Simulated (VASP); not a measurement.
A run of VASP 6.6.1 is set up as follows.

The input POSCAR:

```
Zr
1.0
    0.0000000000      2.2949217850      2.2949217850
    2.2949217850      0.0000000000      2.2949217850
    2.2949217850      2.2949217850      0.0000000000
Zr
1
Direct
    0.0000000000      0.0000000000      0.0000000000
```

Contents of INCAR.step1:

```
SYSTEM = Zr
PREC = Accurate ; ENCUT = 520
ISMEAR = -1 ; SIGMA = 0.05
LREAL = .FALSE. ; LASPH = .TRUE.
NELM = 150 ; ISPIN = 2
MAGMOM = 1 ; LMAXMIX = 4
NBANDS = 16 ; GGA = PE
ALGO = Normal ; EDIFF = 1E-4
LWAVE = .TRUE. ; LCHARG = .FALSE.
```

The input INCAR.step2:

```
SYSTEM = Zr
PREC = Accurate ; ENCUT = 520
EDIFF = 1E-6 ; ISMEAR = -1
SIGMA = 0.05 ; LREAL = .FALSE.
LASPH = .TRUE. ; NELM = 150
ALGO = Normal ; ISIF = 2
LWAVE = .FALSE. ; LCHARG = .TRUE.
ISPIN = 2 ; MAGMOM = 1
LORBIT = 11 ; LMAXMIX = 4
METAGGA = R2SCAN ; LMIXTAU = .TRUE.
LELF = .TRUE. ; LVHAR = .TRUE.
NBANDS = 16 ; ISTART = 1
```

Contents of KPOINTS:

```
Automatic mesh
0
G
  13 13 13
  0 0 0
```

Potentials or basis: VASP PAW PBE potentials, release 64 (Zr_sv).

The run is started by

```bash
$ cat potpaw_PBE.64/Zr_sv/POTCAR > POTCAR
$ cp INCAR.step1 INCAR
$ mpirun -np 1 vasp_std > vasp.out
$ cp INCAR.step2 INCAR
$ mpirun -np 1 vasp_std > vasp.out
```

(1) Predict the band gap on the k mesh.

(2) Predict the pressure.

(3) What does it give for the net moment?

Answers

(1) zero (filled and empty bands overlap).

(2) -2.9 GPa.

(3) 0.00 μB per cell.

Caveat: the PAW data sets were made with another functional, which shifts forces and pressure a little.
